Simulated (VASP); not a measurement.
# Re (Fm-3m) in VASP: notebook, part 2 of 2

VASP 6.6.1.

**3. Relaxation of cell and atoms, RPBE**

This run uses another cell than the first one, of 14.71 Å³/atom.

INCAR reads:

```
SYSTEM = Re
ALGO = Normal
EDIFF = 1E-6
EDIFFG = -0.01
ENCUT = 600
GGA = RP
IBRION = 2
ISIF = 3
ISMEAR = -1
LASPH = .True.
LCHARG = .False.
LREAL = .False.
LWAVE = .False.
NELM = 80
NSW = 80
PREC = Accurate
SIGMA = 0.1
```

KPOINTS reads:

```
k-points
0
Gamma
  14 14 14
  0 0 0
```

POSCAR reads:

```
Re
1.0
    0.0000000000      1.9449117208      1.9449117208
    1.9449117208      0.0000000000      1.9449117208
    1.9449117208      1.9449117208      0.0000000000
Re
1
Direct
    0.0000000000      0.0000000000      0.0000000000
```

Potentials or basis: VASP PAW PBE potentials, release 64 (Re).

Launch:

```sh
> cat potpaw_PBE.64/Re/POTCAR > POTCAR
> mpirun -np 1 vasp_std > vasp.out
```

OUTCAR:

```text
SYSTEM = Re
   EDIFF = 1E-6
   EDIFFG = -0.01
   ENCUT = 600
   GGA = RP
   IBRION = 2
   ISIF = 3
   ISMEAR = -1
   LASPH = .True.
   LREAL = .False.
   NELM = 80
   NSW = 80
   PREC = Accurate

 ion  position               nearest neighbor table
   1  0.000  0.000  0.000-

  LATTYP: Found a face centered cubic cell.
 ALAT       =     3.8898234416

  Lattice vectors:

 A1 = (   0.0000000000,   1.9449117208,   1.9449117208)
 A2 = (   1.9449117208,   0.0000000000,   1.9449117208)
 A3 = (   1.9449117208,   1.9449117208,   0.0000000000)

Analysis of symmetry for initial positions (statically):
=====================================================================
 Subroutine PRICEL returns:
 Original cell was already a primitive cell.

 Routine SETGRP: Setting up the symmetry group for a
 face centered cubic supercell.

 Subroutine GETGRP returns: Found 48 space group operations
 (whereof 48 operations were pure point group operations)
 out of a pool of 48 trial point group operations.

The static configuration has the point symmetry O_h .

Analysis of symmetry for dynamics (positions and initial velocities):
=====================================================================
 Subroutine PRICEL returns:
 Original cell was already a primitive cell.

 Routine SETGRP: Setting up the symmetry group for a
 face centered cubic supercell.

 Subroutine GETGRP returns: Found 48 space group operations
 (whereof 48 operations were pure point group operations)
 out of a pool of 48 trial point group operations.

The dynamic configuration has the point symmetry O_h .

 Subroutine INISYM returns: Found 48 space group operations
 (whereof 48 operations are pure point group operations),
 and found     1 'primitive' translations

----------------------------------------------------------------------------------------

                                     Primitive cell

  volume of cell :      14.7140

  direct lattice vectors                    reciprocal lattice vectors
     0.000000000  1.944911721  1.944911721    -0.257081077  0.257081077  0.257081077
     1.944911721  0.000000000  1.944911721     0.257081077 -0.257081077  0.257081077
     1.944911721  1.944911721  0.000000000     0.257081077  0.257081077 -0.257081077

  length of vectors
     2.750520533  2.750520533  2.750520533     0.445277487  0.445277487  0.445277487

  position of ions in fractional coordinates (direct lattice)
     0.000000000  0.000000000  0.000000000

  ion indices of the primitive-cell ions
   primitive index   ion index
                 1           1

----------------------------------------------------------------------------------------

 KPOINTS: k-points

Automatic generation of k-mesh.
 Grid dimensions read from file:
 generate k-points for:   14   14   14

 Generating k-lattice:

  Cartesian coordinates                     Fractional coordinates (reciprocal lattice)
[... 41 lines left out ...]
 [... further k-points ...]
   k-points           NKPTS =    104   k-points in BZ     NKDIM =    104   number of bands    NBANDS=      7
   number of dos      NEDOS =    301   number of ions     NIONS =      1
   total plane-waves  NPLWV =  13824
   dimension x,y,z NGX =    24 NGY =   24 NGZ =   24
   dimension x,y,z NGXF=    48 NGYF=   48 NGZF=   48
   ions per type =               1
   NGX,Y,Z   is equivalent  to a cutoff of  14.51, 14.51, 14.51 a.u.
   NGXF,Y,Z  is equivalent  to a cutoff of  29.01, 29.01, 29.01 a.u.
 SYSTEM =  Re
   PREC   = accura    normal or accurate (medium, high low for compatibility)
   ISTART =      0    job   : 0-new  1-cont  2-samecut
   ICHARG =      2    charge: 1-file 2-atom 10-const
   ISPIN  =      1    spin polarized calculation?
   LNONCOLLINEAR =      F non collinear calculations
   LSORBIT =      F    spin-orbit coupling
   LASPH  =      T    aspherical Exc in radial PAW
   ENCUT  =  600.0 eV  44.10 Ry    6.64 a.u.   5.49  5.49  5.49*2*pi/ulx,y,z
   NELM   =     80;   NELMIN=  2; NELMDL= -5     # of ELM steps
   EDIFF  = 0.1E-05   stopping-criterion for ELM
   LREAL  =      F    real-space projection
   EDIFFG = -.1E-01   stopping-criterion for IOM
   NSW    =     80    number of steps for IOM
   IBRION =      2    ionic relax: 0-MD 1-quasi-New 2-CG
   NFREE  =      1    steps in history (QN), initial steepest desc. (CG)
   ISIF   =      3    stress and relaxation
   ISYM   =      2    0-nonsym 1-usesym 2-fastsym
   POTIM  = 0.5000    time-step for ionic-motion
   TEBEG  =    0.0;   TEEND  =   0.0 temperature during run
   PSTRESS=    0.0 pullay stress
   NELECT =       7.0000    total number of electrons
   NUPDOWN=      -1.0000    fix difference up-down
   EMIN   =  10.00;   EMAX   =-10.00  energy-range for DOS
   EFERMI =   0.00;   METHOD = LEGACY
   ISMEAR =    -1;   SIGMA  =   0.10  broadening in eV -4-tet -1-fermi 0-gaus
   EFERMI_NEDOS =   21; number of points for ismear=-14 and -15
   IALGO  =     38    algorithm
   IMIX   =      4    mixing-type and parameters
     AMIX     =   0.40;   BMIX     =  1.00
     AMIX_MAG =   1.60;   BMIX_MAG =  1.00
  volume/ion in A,a.u.               =      14.71        99.29
  Fermi-wavevector in a.u.,A,eV,Ry     =   1.278000  2.415070 22.222188  1.633285
  Thomas-Fermi vector in A             =   2.410568
   LORBIT       =      0    0 simple, 1 ext, 2 COOP (PROOUT), +10 PAW based schemes
   GGA     = RP    functional components
   LHFCALC =     F    Hartree Fock is set to
   AEXX    =    0.0000 exact exchange contribution
   IVDW    =     0    specifies the selected vdW correction
   LEPSILON=     F    determine dielectric tensor
   LRPA    =     F    only Hartree local field effects (RPA)
 conjugate gradient relaxation of ions
 non-spin polarized calculation
  energy-cutoff  :      600.00
  volume of cell :       14.71
 maximum number of plane-waves:       531
 NGX is ok and might be reduce to    24
   NGX = 11   NGY = 11   NGZ = 11

--------------------------------------- Ionic step        1  -------------------------------------------

 number of electron       7.0000000 magnetization

 Free energy of the ion-electron system (eV)
  ---------------------------------------------------
  ext. energy  EPLUGINS =         0.00000000
  ---------------------------------------------------
  free energy    TOTEN  =       -11.75613458 eV

  energy without entropy =      -11.72406321  energy(sigma->0) =      -11.74009890

------------------------ aborting loop because EDIFF is reached ----------------------------------------

  FORCE on cell =-STRESS in cart. coord.  units (eV):
  Direction    XX          YY          ZZ          XY          YZ          ZX
  --------------------------------------------------------------------------------------
  -------------------------------------------------------------------------------------
  Total        0.9944218      0.9944218      0.9944218      0.0000000     -0.0000000     -0.0000000
  in kB      108.2808202    108.2808202    108.2808202      0.0000000     -0.0000000     -0.0000000
  external PRESSURE =     108.2808202 kB  Pullay stress =       0.0000000 kB
[... 92 lines left out ...]
--------------------------------------- Ionic step        4  -------------------------------------------

 number of electron       7.0000000 magnetization

 Free energy of the ion-electron system (eV)
  ---------------------------------------------------
  ext. energy  EPLUGINS =         0.00000000
  ---------------------------------------------------
  free energy    TOTEN  =       -11.77014639 eV

  energy without entropy =      -11.73713037  energy(sigma->0) =      -11.75363838

 E-fermi :   7.8855     XC(G=0): -13.5460

 val. band max:        7.8600331806   @ k =  -0.4286   0.4286   0.0714
 cond. band min:       7.9063904999   @ k =  -0.1429   0.1429   0.0000
 fundamental gap:      0.0463573192
 Fermi energy:         7.8854616138

 k-point     1 :       0.0000    0.0000    0.0000
  band No.  band energies     occupation
      1      -2.0451      2.00000
      2       6.0470      2.00000
      3       6.0470      2.00000
      4       6.0470      2.00000
      5       9.1051      0.00001
      6       9.1051      0.00001
      7      21.7171      0.00000
[... 221 lines left out ...]
 k-point    24 :       0.2857    0.1429    0.0000
  band No.  band energies     occupation
      1       0.7414      2.00000
      2       4.4161      2.00000
      3       6.3241      2.00000
      4       7.2436      1.99674
      5       8.6635      0.00083
      6      10.1703      0.00000
      7      23.0781      0.00000

 [... further k-points ...]

------------------------ aborting loop because EDIFF is reached ----------------------------------------

  FORCE on cell =-STRESS in cart. coord.  units (eV):
  Direction    XX          YY          ZZ          XY          YZ          ZX
  --------------------------------------------------------------------------------------
  -------------------------------------------------------------------------------------
  Total        0.0026000      0.0026000      0.0026000      0.0000000     -0.0000000     -0.0000000
  in kB        0.2751731      0.2751731      0.2751731      0.0000000     -0.0000000     -0.0000000
  external PRESSURE =       0.2751731 kB  Pullay stress =       0.0000000 kB
[... 16 lines left out ...]
  FREE ENERGIE OF THE ION-ELECTRON SYSTEM (eV)
  ---------------------------------------------------
  free  energy   TOTEN  =       -11.7701463912 eV

  energy  without entropy=      -11.7371303743  energy(sigma->0) =      -11.75363838

 reached required accuracy - stopping structural energy minimisation
```

Wall time 43 s (1 thread of Intel Xeon 8259CL, shared host); peak memory 0.16 GiB.

Results:

| Property | Result |
| --- | --- |
| Free energy | -11.7701 eV |
| Relaxed volume | 15.14 Å³/atom |
| Relaxed cell | a = 2.777 Å, b = 2.777 Å, c = 2.777 Å, α = 60.00°, β = 60.00°, γ = 60.00° |
| Space group after relaxing (to 0.1 Å) | Fm-3m (No. 225) |
| Energy gained by relaxing | 14.0 meV/atom |
| Ionic steps | 4 |
| Pressure after relaxing | 0.0 GPa |
| Band gap on the k mesh | zero (an odd number of electrons rules out a gap without spin polarisation) |

The path:
```tsv
step	energy change (eV)	largest force (eV/Å)	pressure (GPa)	volume (Å³)
1	0.0000	0.0000	10.83	14.71
2	0.1787	0.0000	-30.88	16.93
3	-0.0140	0.0000	-0.53	15.16
4	-0.0140	0.0000	0.03	15.14
```

Final structure:
```yaml
crystal:
  lattice:
    - [0.00000, 1.96344, 1.96344]
    - [1.96344, 0.00000, 1.96344]
    - [1.96344, 1.96344, 0.00000]
  atoms:
    - { symbol: Re, position: [0.00000, 0.00000, 0.00000] }
```

Caveat: the PAW data sets were made with another functional, which shifts forces and pressure a little; spin-orbit coupling is left out, which moves the levels of the heavy elements.

**4. Single point, RPBE**

This run uses another cell than the first one, of 15.17 Å³/atom.

INCAR reads:

```
  PREC = Accurate
  ENCUT = 520
  EDIFF = 1E-7
  ISMEAR = -1
  SIGMA = 0.1
  LREAL = F
  LASPH = T
  NELM = 60
  ALGO = Normal
  ISIF = 2
  LWAVE = F
  LCHARG = F
  GGA = RP
  NBANDS = 10
```

KPOINTS reads:

```
Automatic mesh
0
Gamma
  23 23 23
```

POSCAR reads:

```
Re
1.0
    0.0000000000      1.9646837580      1.9646837580
    1.9646837580      0.0000000000      1.9646837580
    1.9646837580      1.9646837580      0.0000000000
Re
1
Direct
    0.0000000000      0.0000000000      0.0000000000
```

Launch:

```sh
> cat potpaw_PBE.64/Re/POTCAR > POTCAR
> mpirun -np 1 vasp_std > vasp.out
```

Wall time 67 s (1 thread of Intel Xeon 8259CL, shared host); peak memory 0.19 GiB.

The run converged. Its results:

```
Free energy            : -11.7721 eV
Pressure               : -0.8 GPa
Band gap on the k mesh : zero (an odd number of electrons rules out a gap without spin polarisation)
```

Levels at points of the mesh, in eV from the Fermi level:
| k point | band 2 | band 3 | band 4 | band 5 | band 6 | band 7 |
| --- | --- | --- | --- | --- | --- | --- |
| (0.00, 0.00, 0.00) | -1.84 | -1.84 | -1.84 | 1.21 | 1.21 | 13.83 |

Caveat: the PAW data sets were made with another functional, which shifts forces and pressure a little; spin-orbit coupling is left out, which moves the levels of the heavy elements.

**5. Summary**

| task | cell | k mesh | cutoff (eV) | gap on the mesh (eV) | pressure (GPa) |
| --- | --- | --- | --- | --- | --- |
| single point | a = 2.885 Å, angles 60.0°, 1 atom | 15 × 15 × 15 | 520 | none | -31.6 |
| relaxation of cell and atoms | relaxed from a = 2.751 Å, angles 60.0°, 1 atom | 14 × 14 × 14 | 600 | none | 0.0 |
| single point | a = 2.778 Å, angles 60.0°, 1 atom | 23 × 23 × 23 | 520 | none | -0.8 |

Alike in all rows: level RPBE; potentials or basis VASP PAW PBE potentials, release 64 (Re); no spin polarisation; smearing fermi-dirac 0.1 eV.

Caveats: the PAW data sets were made with another functional, which shifts forces and pressure a little; spin-orbit coupling is left out, which moves the levels of the heavy elements; the cell stands under tension (at least some runs).

Absolute energies hang on the potentials; compare differences alone.
